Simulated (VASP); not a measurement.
Input of a VASP 6.6.1 run:

Contents of INCAR:

```
PREC     = Accurate       # precision mode
ENCUT    = 520            # plane-wave cutoff, eV
EDIFF    = 1E-6           # SCF threshold, eV
ISMEAR   = 0              # smearing method
SIGMA    = 0.05           # smearing width, eV
LREAL    = F              # projectors in reciprocal space
LASPH    = T              # aspherical terms in the spheres
NELM     = 60             # most SCF steps
ALGO     = Normal         # electronic algorithm
ISIF     = 2              # what is computed and relaxed
LWAVE    = F              # write WAVECAR
LCHARG   = F              # write CHGCAR
LDIPOL   = T            
IDIPOL   = 3            
DIPOL    = 0.5 0.5 0.404
GGA      = PE             # functional
IVDW     = 12             # dispersion correction
NBANDS   = 25             # bands
```

The input KPOINTS:

```
Automatic mesh
0
Gamma
  9 9 1
```

File POSCAR:

```
MgI2
1.0
    4.1311066128      0.0000000000      0.0000000000
   -2.0655533064      3.5776432724      0.0000000000
    0.0000000000      0.0000000000     24.2265084657
I Mg
4 2
Direct
    0.3333333333      0.6666666667      0.1857469477
    0.6666666667      0.3333333333      0.3245723272
    0.8888888889      0.4444444444      0.4826636182
    1.2222222222      0.1111111111      0.6214889978
    0.0000000000      0.0000000000      0.2551596374
    0.5555555556     -0.2222222222      0.5520763080
```

Potentials or basis: VASP PAW PBE potentials, release 64 (I, Mg).

Launch:

```console
$ cat potpaw_PBE.64/I/POTCAR potpaw_PBE.64/Mg/POTCAR > POTCAR
$ mpirun -np 1 vasp_std > vasp.out
```

Question: Estimate the band gap on the k mesh.

Answer: 3.53 eV, indirect (least direct gap 3.93 eV).

Question: What does it give for the largest force?

Answer: 0.109 eV/Å.

Question: What does it give for the dispersion energy per atom?

Answer: -0.266 eV.

Forces on the atoms (eV/Å):
```
I   -0.001 -0.001  0.014
I   -0.043 -0.025 -0.097
I    0.043  0.025  0.097
I    0.001  0.001 -0.014
Mg   0.003  0.002 -0.003
Mg  -0.003 -0.002  0.003
```

Caveat: spin-orbit coupling is left out, which moves the levels of the heavy elements.
